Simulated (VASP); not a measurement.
Set up this calculation in VASP 6.6.1, as the native input.

```
Task                   : relaxation of shape and atoms at fixed volume
Functional             : PBEsol
Potentials or basis    : VASP PAW PBE potentials, release 64 (Ti_sv, O)
Cutoff                 : 600 eV
k mesh                 : 12 × 12 × 8
Occupations            : gaussian, width 0.1 eV
Spin                   : no spin polarisation
Dipole correction      : no
Further INCAR settings : ALGO = Normal; EDIFF = 1e-07; IBRION = 2; EDIFFG = -0.01; NSW = 50; ISIF = 4
```

The structure of Ti3O lies in POSCAR:

```
Ti3O
1.0
    5.1156512118      0.0000000000      0.0000000000
   -2.5578256059      4.4302839063      0.0000000000
    0.0000000000      0.0000000000      4.8937995632
Ti O
6 2
Direct
    0.0000000000      0.6708131062      0.7500000000
    0.0000000000      0.3291868938      0.2500000000
    0.6708131062      0.0000000000      0.7500000000
    0.6708131062      0.6708131062      0.2500000000
    0.3291868938      0.3291868938      0.7500000000
    0.3291868938      0.0000000000      0.2500000000
    0.0000000000      0.0000000000      0.5000000000
    0.0000000000      0.0000000000      0.0000000000
```

These files were run (other wordings do the same):

INCAR

```
SYSTEM = Ti3O
ALGO = Normal
EDIFF = 1E-7
EDIFFG = -0.01
ENCUT = 600
GGA = PS
GGA_COMPAT = .FALSE.
IBRION = 2
ISIF = 4
ISMEAR = 0
LASPH = .TRUE.
LCHARG = .FALSE.
LREAL = .FALSE.
LWAVE = .FALSE.
NELM = 120
NELMIN = 4
NSW = 50
PREC = Accurate
SIGMA = 0.1
```

KPOINTS

```
k-points
0
G
  12 12 8
  0 0 0
```

Potentials or basis: VASP PAW PBE potentials, release 64 (Ti_sv, O).

Launch:

```console
$ cat potpaw_PBE.64/Ti_sv/POTCAR potpaw_PBE.64/O/POTCAR > POTCAR
$ mpirun -np 1 vasp_std > vasp.out
```

It gave:

```yaml
Energy_gained_by_relaxing: 0.4 meV/atom
Ionic_steps: 4
Pressure_after_relaxing: -4.2 GPa
Band_gap_on_the_k_mesh: zero (bands 42 and 43 overlap by 0.69 eV)
```

Caveat: the PAW data sets were made with another functional, which shifts forces and pressure a little.

Run time: 39 min on 1 thread of Oxide Virtual Turin-like Processor (shared host), peak memory 0.55 GiB.
